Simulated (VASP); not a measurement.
Wanted: the native input for a VASP 6.6.1 run.

```
Task                   : single point
Functional             : PBE
Potentials or basis    : VASP PAW PBE potentials, release 64 (Pb_d, S)
Cutoff                 : 520 eV
k mesh                 : 4 × 4 × 4
Occupations            : gaussian, width 0.01 eV
Spin                   : no spin polarisation
Dipole correction      : no
Further INCAR settings : ALGO = Normal; EDIFF = 1e-07; NBANDS = 17
```

The structure of PbS lies in POSCAR:

```
PbS
1.0
    0.0000000000      2.9872326717      2.9872326717
    3.1365943053      0.0000000000      2.9872326717
    3.1365943053      2.9872326717      0.0000000000
Pb S
1 1
Direct
    0.0000000000      0.0000000000      0.0000000000
    0.5000000000      0.5000000000      0.5000000000
```

This cell differs from its parent crystal: uniaxial x strain +5.0%.

One way to write it, as run:

INCAR

```
PREC = Accurate
ENCUT = 520
EDIFF = 1E-7
ISMEAR = 0
SIGMA = 0.01
LREAL = False
LASPH = True
NELM = 100
ALGO = Normal
ISIF = 2
LWAVE = False
LCHARG = False
GGA = PE
NBANDS = 17
```

KPOINTS

```
regular mesh
0
Gamma
  4 4 4
```

Potentials or basis: VASP PAW PBE potentials, release 64 (Pb_d, S).

The run is started by

```console
$ cat potpaw_PBE.64/Pb_d/POTCAR potpaw_PBE.64/S/POTCAR > POTCAR
$ mpirun -np 1 vasp_std > vasp.out
```

It gave:

```yaml
Pressure: -1.2 GPa
Band_gap_on_the_k_mesh: 0.55 eV, direct
```

Caveat: the k points lie up to 0.45 Å⁻¹ apart; the cell differs from its parent crystal (uniaxial x strain +5.0%); spin-orbit coupling is left out, which moves the levels of the heavy elements.

Wall time 9.8 s on 1 thread of Intel(R) Xeon(R) Platinum 8259CL CPU @ 2.50GHz (Skylake/Cascade Lake), on a shared host, peak memory 0.17 GiB.
